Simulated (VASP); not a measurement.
# GaN (Imm2) in VASP: a series of runs

GaN is run at these levels: r2SCAN; tasks: single point.

Program: VASP 6.6.1. These are calculated values, not measurements. Logs are shortened: lines on timing, memory, paths and dates and some standing lists are left out, and cuts for length are marked.

## (1) The cell of the first run

Symmetry: Imm2, No. 44, orthorhombic system. The conventional cell has a = 3.085 Å, b = 3.276 Å, c = 4.498 Å, α = 90.00°, β = 90.00°, γ = 90.00°. Ga (site symmetry mm2) has 4 N at 1.91 to 1.99 Å within 2.5 Å. Within 2.5 Å of N (site symmetry mm2) lie 4 Ga at 1.91 to 1.99 Å.

## (2) Single point, r2SCAN (strain -0.0600 x Voigt [0, 0, 0, 1, 0, 0])

The input, POSCAR:

```
GaN
1.0
    0.0000000000      2.1814686643      2.1814686643
    2.2489367673     -0.0674681030      2.2489367673
    2.2489367673      2.2489367673     -0.0674681030
Ga N
1 1
Direct
    0.0000000000      0.0000000000      0.0000000000
    0.7500000000      0.7500000000      0.7500000000
```

The input, INCAR.step1:

```
SYSTEM = GaN
ALGO = Normal
EDIFF = 1E-4
ENCUT = 520
GGA = PE
ISMEAR = 0
LASPH = .TRUE.
LCHARG = .FALSE.
LREAL = .FALSE.
LWAVE = .TRUE.
NBANDS = 16
NELM = 100
PREC = Accurate
SIGMA = 0.05
```

The input, INCAR.step2:

```
SYSTEM = GaN
ALGO = Normal
EDIFF = 1E-6
ENCUT = 520
ISIF = 2
ISMEAR = 0
ISTART = 1
LASPH = .TRUE.
LCHARG = .TRUE.
LELF = .TRUE.
LMIXTAU = .TRUE.
LREAL = .FALSE.
LVHAR = .TRUE.
LWAVE = .FALSE.
METAGGA = R2SCAN
NBANDS = 16
NELM = 100
PREC = Accurate
SIGMA = 0.05
```

The input, KPOINTS:

```
k-points
0
G
  10 10 10
  0 0 0
```

Potentials or basis: VASP PAW PBE potentials, release 64 (Ga_d, N).

Started as:

```
$ cat potpaw_PBE.64/Ga_d/POTCAR potpaw_PBE.64/N/POTCAR > POTCAR
$ cp INCAR.step1 INCAR
$ mpirun -np 1 vasp_std > vasp.out
$ cp INCAR.step2 INCAR
$ mpirun -np 1 vasp_std > vasp.out
```

OUTCAR:

```text
SYSTEM = GaN
   EDIFF = 1E-6
   ENCUT = 520
   ISIF = 2
   ISMEAR = 0
   ISTART = 1
   LASPH = .TRUE.
   LREAL = .FALSE.
   METAGGA = R2SCAN
   NELM = 100
   PREC = Accurate

 ion  position               nearest neighbor table
   1  0.000  0.000  0.000-   2 1.91   2 1.91   2 1.99   2 1.99
   2  0.750  0.750  0.750-   1 1.91   1 1.91   1 1.99   1 1.99

  LATTYP: Found a body centered orthorhombic cell.
 ALAT       =     3.0850625709
 B/A-ratio  =     1.0618556701
 C/A-ratio  =     1.4579521261

  Lattice vectors:

 A1 = (  -2.2489367673,   0.0674681030,  -2.2489367673)
 A2 = (  -2.2489367673,  -0.0674681030,   2.2489367673)
 A3 = (   2.2489367673,   2.2489367673,  -0.0674681030)

Analysis of symmetry for initial positions (statically):
=====================================================================
 Subroutine PRICEL returns:
 Original cell was already a primitive cell.

 Routine SETGRP: Setting up the symmetry group for a
 body centered orthorhombic supercell.

 Subroutine GETGRP returns: Found  4 space group operations
 (whereof  4 operations were pure point group operations)
 out of a pool of  8 trial point group operations.

The static configuration has the point symmetry C_2v.

Analysis of symmetry for dynamics (positions and initial velocities):
=====================================================================
 Subroutine PRICEL returns:
 Original cell was already a primitive cell.

 Routine SETGRP: Setting up the symmetry group for a
 body centered orthorhombic supercell.

 Subroutine GETGRP returns: Found  4 space group operations
 (whereof  4 operations were pure point group operations)
 out of a pool of  8 trial point group operations.

The dynamic configuration has the point symmetry C_2v.

 Subroutine INISYM returns: Found  4 space group operations
 (whereof  4 operations are pure point group operations),
 and found     1 'primitive' translations

----------------------------------------------------------------------------------------

                                     Primitive cell

  volume of cell :      22.7285

  direct lattice vectors                    reciprocal lattice vectors
     0.000000000  2.181468664  2.181468664    -0.222327283  0.229203384  0.229203384
     2.248936767 -0.067468103  2.248936767     0.222327283 -0.215851731  0.215851731
     2.248936767  2.248936767 -0.067468103     0.222327283  0.215851731 -0.215851731

  length of vectors
     3.085062571  3.181192404  3.181192404     0.393062085  0.377641841  0.377641841

  position of ions in fractional coordinates (direct lattice)
[... 75 lines left out ...]
   LSORBIT =      F    spin-orbit coupling
   LASPH  =      T    aspherical Exc in radial PAW
   ENCUT  =  520.0 eV  38.22 Ry    6.18 a.u.   5.74  5.91  5.91*2*pi/ulx,y,z
   NELM   =    100;   NELMIN=  2; NELMDL=  0     # of ELM steps
   EDIFF  = 0.1E-05   stopping-criterion for ELM
   LREAL  =      F    real-space projection
   EDIFFG = 0.1E-04   stopping-criterion for IOM
   NSW    =      0    number of steps for IOM
   IBRION =     -1    ionic relax: 0-MD 1-quasi-New 2-CG
   NFREE  =      0    steps in history (QN), initial steepest desc. (CG)
   ISIF   =      2    stress and relaxation
   ISYM   =      2    0-nonsym 1-usesym 2-fastsym
   POTIM  = 0.5000    time-step for ionic-motion
   TEBEG  =    0.0;   TEEND  =   0.0 temperature during run
   PSTRESS=    0.0 pullay stress
   NELECT =      18.0000    total number of electrons
   NUPDOWN=      -1.0000    fix difference up-down
   EMIN   =  10.00;   EMAX   =-10.00  energy-range for DOS
   EFERMI =   0.00;   METHOD = LEGACY
   ISMEAR =     0;   SIGMA  =   0.05  broadening in eV -4-tet -1-fermi 0-gaus
   EFERMI_NEDOS =   21; number of points for ismear=-14 and -15
   IALGO  =     38    algorithm
   IMIX   =      4    mixing-type and parameters
     AMIX     =   0.40;   BMIX     =  1.00
     AMIX_MAG =   1.60;   BMIX_MAG =  1.00
  volume/ion in A,a.u.               =      11.36        76.69
  Fermi-wavevector in a.u.,A,eV,Ry     =   1.514638  2.862250 31.213499  2.294127
  Thomas-Fermi vector in A             =   2.624269
   LORBIT       =      0    0 simple, 1 ext, 2 COOP (PROOUT), +10 PAW based schemes
   METAGGA = R2SCAN    functional components
   LHFCALC =     F    Hartree Fock is set to
   AEXX    =    0.0000 exact exchange contribution
   IVDW    =     0    specifies the selected vdW correction
   LEPSILON=     F    determine dielectric tensor
   LRPA    =     F    only Hartree local field effects (RPA)
 non-spin polarized calculation
 Gauss-broadening in eV      SIGMA  =   0.05
  energy-cutoff  :      520.00
  volume of cell :       22.73
 maximum number of plane-waves:       624
   NGX = 11   NGY = 11   NGZ = 11

 number of electron      17.9999999 magnetization

 Free energy of the ion-electron system (eV)
  ---------------------------------------------------
  ext. energy  EPLUGINS =         0.00000000
  ---------------------------------------------------
  free energy    TOTEN  =       -21.84435366 eV

  energy without entropy =      -21.84435366  energy(sigma->0) =      -21.84435366

 E-fermi :   5.4212     XC(G=0): -12.6741

 val. band max:        5.2255987400   @ k =   0.0000   0.0000   0.0000
 cond. band min:       7.1917167642   @ k =   0.0000   0.0000   0.0000
 fundamental gap:      1.9661180242
 Fermi energy:         5.4211889333

 k-point     1 :       0.0000    0.0000    0.0000
  band No.  band energies     occupation
      1     -11.7148      2.00000
      2      -8.7557      2.00000
      3      -8.7491      2.00000
      4      -8.7439      2.00000
      5      -8.3909      2.00000
      6      -8.3895      2.00000
[... 433 lines left out ...]
      3      -8.5927      2.00000
      4      -8.4000      2.00000
      5      -8.3915      2.00000
      6      -7.4442      2.00000
[... 8 lines left out ...]
     15      23.4005      0.00000
     16      26.4982      0.00000

 [... further k-points ...]
[... 5 lines left out ...]
  --------------------------------------------------------------------------------------
  -------------------------------------------------------------------------------------
  Total        0.2369755      0.2926100      0.2926100      0.0000000      1.7303375      0.0000000
  in kB       16.7048788     20.6266686     20.6266686      0.0000000    121.9749713      0.0000000
  external PRESSURE =      19.3194053 kB  Pullay stress =       0.0000000 kB

 VOLUME and BASIS-vectors are now :
 -----------------------------------------------------------------------------
  energy-cutoff  :      520.00
  volume of cell :       22.73
      direct lattice vectors                 reciprocal lattice vectors
     0.000000000  2.181468664  2.181468664    -0.222327283  0.229203384  0.229203384
     2.248936767 -0.067468103  2.248936767     0.222327283 -0.215851731  0.215851731
     2.248936767  2.248936767 -0.067468103     0.222327283  0.215851731 -0.215851731

 POSITION                                       TOTAL-FORCE (eV/Angst)
 -----------------------------------------------------------------------------------
      0.00000      0.00000      0.00000         0.533139      0.000000     -0.000000
      3.37341      3.27220      3.27220        -0.533139      0.000000      0.000000
 -----------------------------------------------------------------------------------
    total drift:                               -0.022698     -0.000024     -0.000025

  FREE ENERGIE OF THE ION-ELECTRON SYSTEM (eV)
  ---------------------------------------------------
  free  energy   TOTEN  =       -21.8443536575 eV

  energy  without entropy=      -21.8443536575  energy(sigma->0) =      -21.84435366
```

Wall time 2.8 min (1 thread of Intel Xeon Platinum 8259CL at 2.50GHz (Skylake/Cascade Lake), shared host); peak memory 0.19 GiB.

What came out:

```
Free energy            : -21.8444 eV
Pressure               : 1.9 GPa
Largest force          : 0.533 eV/Å
Band gap on the k mesh : 1.97 eV, direct
```

Forces in eV/Å, atoms in the order of the input:
```
Ga   0.533  0.000  0.000
N   -0.533  0.000  0.000
```

Stress tensor (GPa, compression positive):
```
 1.67  0.00  0.00
 0.00  2.06 12.20
 0.00 12.20  2.06
```

Levels at points of the mesh, in eV from the valence-band top:
```
           k point  band 6  band 7  band 8  band 9  band 10  band 11  band 12  band 13
(0.00, 0.00, 0.00)  -13.62   -0.25   -0.15    0.00     1.97    10.18    11.02    11.70
(0.50, 0.00, 0.00)  -12.37   -7.28   -1.27   -1.27     4.81     9.40    10.35    10.97
(0.00, 0.50, 0.00)  -12.59   -7.38   -1.03   -0.96     5.30     9.17    10.98    11.53
(0.50, 0.50, 0.00)  -12.09   -6.38   -2.94   -2.93     3.64     7.15    12.36    14.85
(0.00, 0.50, 0.50)  -12.12   -6.38   -3.30   -2.55     3.51     7.34    12.49    14.56
```

Caveat: the cell differs from its parent crystal (strain -0.0600 x Voigt [0, 0, 0, 1, 0, 0]); the PAW data sets were made with another functional, which shifts forces and pressure a little.

## (3) Single point, r2SCAN (strain +0.0450 x Voigt [0, 0, 0, 1, 0, 0])

The input, POSCAR:

```
GaN
1.0
    0.0000000000      2.2995378446      2.2995378446
    2.2489367673      0.0506010773      2.2489367673
    2.2489367673      2.2489367673      0.0506010773
Ga N
1 1
Direct
    0.0000000000      0.0000000000      0.0000000000
    0.7500000000      0.7500000000      0.7500000000
```

The input, INCAR.step1:

```
PREC = Accurate ; ENCUT = 520
ISMEAR = 0 ; SIGMA = 0.05
LREAL = F ; LASPH = T
NELM = 80 ; NBANDS = 16
GGA = PE ; ALGO = Normal
EDIFF = 1E-4 ; LWAVE = T
LCHARG = F
```

The input, INCAR.step2:

```
PREC = Accurate ; ENCUT = 520
EDIFF = 1E-7 ; ISMEAR = 0
SIGMA = 0.05 ; LREAL = F
LASPH = T ; NELM = 80
ALGO = Normal ; ISIF = 2
LWAVE = F ; LCHARG = F
METAGGA = R2SCAN ; LMIXTAU = T
NBANDS = 16 ; ISTART = 1
```

The input, KPOINTS:

```
Automatic mesh
0
Gamma
  10 10 10
```

Potentials or basis: VASP PAW PBE potentials, release 64 (Ga_d, N).

Started as:

```
$ cat potpaw_PBE.64/Ga_d/POTCAR potpaw_PBE.64/N/POTCAR > POTCAR
$ cp INCAR.step1 INCAR
$ mpirun -np 1 vasp_std > vasp.out
$ cp INCAR.step2 INCAR
$ mpirun -np 1 vasp_std > vasp.out
```

OUTCAR:

```text
PREC = Accurate
   ENCUT = 520
   EDIFF = 1E-7
   ISMEAR = 0
   LREAL = F
   LASPH = T
   NELM = 80
   ISIF = 2
   METAGGA = R2SCAN
   ISTART = 1

 ion  position               nearest neighbor table
   1  0.000  0.000  0.000-   2 1.92   2 1.92   2 1.98   2 1.98
   2  0.750  0.750  0.750-   1 1.92   1 1.92   1 1.98   1 1.98

  LATTYP: Found a body centered orthorhombic cell.
 ALAT       =     3.1089161474
 B/A-ratio  =     1.0460358057
 C/A-ratio  =     1.4467657927

  Lattice vectors:

 A1 = (  -2.2489367673,   2.2489367673,   0.0506010773)
 A2 = (  -2.2489367673,  -2.2489367673,  -0.0506010773)
 A3 = (   2.2489367673,   0.0506010773,   2.2489367673)

Analysis of symmetry for initial positions (statically):
=====================================================================
 Subroutine PRICEL returns:
 Original cell was already a primitive cell.

 Routine SETGRP: Setting up the symmetry group for a
 body centered orthorhombic supercell.

 Subroutine GETGRP returns: Found  4 space group operations
 (whereof  4 operations were pure point group operations)
 out of a pool of  8 trial point group operations.

The static configuration has the point symmetry C_2v.

Analysis of symmetry for dynamics (positions and initial velocities):
=====================================================================
 Subroutine PRICEL returns:
 Original cell was already a primitive cell.

 Routine SETGRP: Setting up the symmetry group for a
 body centered orthorhombic supercell.

 Subroutine GETGRP returns: Found  4 space group operations
 (whereof  4 operations were pure point group operations)
 out of a pool of  8 trial point group operations.

The dynamic configuration has the point symmetry C_2v.
[... 106 lines left out ...]
   ISYM   =      2    0-nonsym 1-usesym 2-fastsym
   POTIM  = 0.5000    time-step for ionic-motion
   TEBEG  =    0.0;   TEEND  =   0.0 temperature during run
   PSTRESS=    0.0 pullay stress
   NELECT =      18.0000    total number of electrons
   NUPDOWN=      -1.0000    fix difference up-down
   EMIN   =  10.00;   EMAX   =-10.00  energy-range for DOS
   EFERMI =   0.00;   METHOD = LEGACY
   ISMEAR =     0;   SIGMA  =   0.05  broadening in eV -4-tet -1-fermi 0-gaus
   EFERMI_NEDOS =   21; number of points for ismear=-14 and -15
   IALGO  =     38    algorithm
   IMIX   =      4    mixing-type and parameters
     AMIX     =   0.40;   BMIX     =  1.00
     AMIX_MAG =   1.60;   BMIX_MAG =  1.00
  volume/ion in A,a.u.               =      11.37        76.72
  Fermi-wavevector in a.u.,A,eV,Ry     =   1.514439  2.861874 31.205301  2.293525
  Thomas-Fermi vector in A             =   2.624096
   LORBIT       =      0    0 simple, 1 ext, 2 COOP (PROOUT), +10 PAW based schemes
   METAGGA = R2SCAN    functional components
   LHFCALC =     F    Hartree Fock is set to
   AEXX    =    0.0000 exact exchange contribution
   IVDW    =     0    specifies the selected vdW correction
   LEPSILON=     F    determine dielectric tensor
   LRPA    =     F    only Hartree local field effects (RPA)
 non-spin polarized calculation
 Gauss-broadening in eV      SIGMA  =   0.05
  energy-cutoff  :      520.00
  volume of cell :       22.74
 maximum number of plane-waves:       624
   NGX = 13   NGY = 11   NGZ = 11

 number of electron      18.0000001 magnetization

 Free energy of the ion-electron system (eV)
  ---------------------------------------------------
  ext. energy  EPLUGINS =         0.00000000
  ---------------------------------------------------
  free energy    TOTEN  =       -21.86713962 eV

  energy without entropy =      -21.86713962  energy(sigma->0) =      -21.86713962

 E-fermi :   5.4101     XC(G=0): -12.6725

 val. band max:        5.1858382961   @ k =   0.0000   0.0000   0.0000
 cond. band min:       7.2139308863   @ k =   0.0000   0.0000   0.0000
 fundamental gap:      2.0280925902
 Fermi energy:         5.4100766124

 k-point     1 :       0.0000    0.0000    0.0000
  band No.  band energies     occupation
      1     -11.7084      2.00000
      2      -8.7555      2.00000
      3      -8.7506      2.00000
      4      -8.7465      2.00000
      5      -8.3928      2.00000
      6      -8.3920      2.00000
[... 433 lines left out ...]
      3      -8.6035      2.00000
      4      -8.4044      2.00000
      5      -8.3971      2.00000
      6      -7.4936      2.00000
[... 8 lines left out ...]
     15      23.5978      0.00000
     16      27.0245      0.00000

 [... further k-points ...]
[... 5 lines left out ...]
  --------------------------------------------------------------------------------------
  -------------------------------------------------------------------------------------
  Total        0.2039951      0.2349853      0.2349853     -0.0000000     -1.2949577      0.0000000
  in kB       14.3743616     16.5580596     16.5580596     -0.0000000    -91.2482062      0.0000000
  external PRESSURE =      15.8301603 kB  Pullay stress =       0.0000000 kB

 VOLUME and BASIS-vectors are now :
 -----------------------------------------------------------------------------
  energy-cutoff  :      520.00
  volume of cell :       22.74
      direct lattice vectors                 reciprocal lattice vectors
     0.000000000  2.299537845  2.299537845    -0.222327283  0.217434995  0.217434995
     2.248936767  0.050601077  2.248936767     0.222327283 -0.227444790  0.227444790
     2.248936767  2.248936767  0.050601077     0.222327283  0.227444790 -0.227444790

 POSITION                                       TOTAL-FORCE (eV/Angst)
 -----------------------------------------------------------------------------------
      0.00000      0.00000      0.00000        -0.397813      0.000000      0.000000
      3.37341      3.44931      3.44931         0.397813      0.000000     -0.000000
 -----------------------------------------------------------------------------------
    total drift:                                0.018463      0.000002      0.000002

  FREE ENERGIE OF THE ION-ELECTRON SYSTEM (eV)
  ---------------------------------------------------
  free  energy   TOTEN  =       -21.8671396168 eV

  energy  without entropy=      -21.8671396168  energy(sigma->0) =      -21.86713962
```

OSZICAR.step1:

```text
N       E                     dE             d eps       ncg     rms          rms(c)
DAV:   1     0.807710053647E+02    0.80771E+02   -0.92860E+03  6152   0.203E+03
DAV:   2    -0.845983885979E+01   -0.89231E+02   -0.83290E+02  6304   0.326E+02
DAV:   3    -0.140637498169E+02   -0.56039E+01   -0.55826E+01  6336   0.694E+01
DAV:   4    -0.141285722909E+02   -0.64822E-01   -0.64813E-01  6968   0.796E+00
DAV:   5    -0.141294417047E+02   -0.86941E-03   -0.86941E-03  6584   0.824E-01    0.776E+00
DAV:   6    -0.121084748250E+02    0.20210E+01   -0.49221E+00  8264   0.401E+01    0.268E+00
DAV:   7    -0.121173672991E+02   -0.88925E-02   -0.32520E-01  6000   0.659E+00    0.178E+00
DAV:   8    -0.121134811751E+02    0.38861E-02   -0.57152E-02  6288   0.327E+00    0.774E-01
DAV:   9    -0.121093611843E+02    0.41200E-02   -0.14301E-02  8296   0.274E+00    0.198E-01
DAV:  10    -0.121097105447E+02   -0.34936E-03   -0.15108E-03  6400   0.535E-01    0.951E-02
DAV:  11    -0.121096136022E+02    0.96943E-04   -0.24572E-04  5080   0.248E-01
   1 F= -.12109614E+02 E0= -.12109614E+02  d E =-.228044E-14
```

It took 3.9 min on 1 thread of Intel Xeon Platinum 8259CL at 2.50GHz (Skylake/Cascade Lake), shared host; peak memory 0.19 GiB.

Results:

| Item | Value |
| --- | --- |
| Free energy | -21.8671 eV |
| Pressure | 1.6 GPa |
| Largest force | 0.398 eV/Å |
| Band gap on the k mesh | 2.03 eV, direct |

Forces on the atoms (eV/Å):
```
Ga  -0.398  0.000  0.000
N    0.398  0.000  0.000
```

Caveat: the cell differs from its parent crystal (strain +0.0450 x Voigt [0, 0, 0, 1, 0, 0]); the PAW data sets were made with another functional, which shifts forces and pressure a little.

[end of part 1 of 2]
